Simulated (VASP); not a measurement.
The system is Al5Rh.

```
CELL_PARAMETERS angstrom
0.00000 3.50167 3.50167
3.50167 0.00000 3.50167
3.50167 3.50167 0.00000
ATOMIC_POSITIONS crystal
Al 0.25000 0.25000 0.25000
Al 0.12831 0.62390 0.62390
Al 0.62390 0.62390 0.62390
Al 0.62390 0.62390 0.12831
Al 0.62390 0.12831 0.62390
Rh 0.00000 0.00000 0.00000
```

| Quantity | Value |
| --- | --- |
| Program | VASP 6.6.1 |
| Task | relaxation of cell and atoms |
| Functional | PBE |
| Potentials or basis | VASP PAW PBE potentials, release 64 (Al, Rh_pv) |
| Cutoff | 600 eV |
| k mesh | 4 × 4 × 4 |
| Occupations | gaussian, width 0.1 eV |
| Spin | no spin polarisation |

At the start: pressure 12.6 GPa; volume 14.31 Å³/atom.

How do energy, volume and symmetry change on relaxing?

Over 6 steps the energy falls by 61.3 meV/atom and the volume is 16.01 Å³/atom (+11.8 %); space group F-43m (No. 216, to 0.05 Å).

The path:
```csv
step,energy change (eV),largest force (eV/Å),pressure (GPa),volume (Å³)
1,0.0000,0.5725,12.61,85.87
2,-0.2978,0.3455,-3.83,100.65
3,-0.3663,0.1503,0.20,95.64
4,-0.3662,0.1599,0.03,95.84
5,-0.3674,0.0554,-0.29,96.13
6,-0.3677,0.0118,-0.17,96.04
```

Final structure:
```yaml
crystal:
  lattice:
    - [0.00000, 3.63471, 3.63471]
    - [3.63471, 0.00000, 3.63471]
    - [3.63471, 3.63471, 0.00000]
  atoms:
    - { symbol: Al, position: [0.25000, 0.25000, 0.25000] }
    - { symbol: Al, position: [0.12462, 0.62513, 0.62513] }
    - { symbol: Al, position: [0.62513, 0.62513, 0.62513] }
    - { symbol: Al, position: [0.62513, 0.62513, 0.12462] }
    - { symbol: Al, position: [0.62513, 0.12462, 0.62513] }
    - { symbol: Rh, position: [0.00000, 0.00000, 0.00000] }
```

Caveat: the k points lie up to 0.37 Å⁻¹ apart in the final cell.
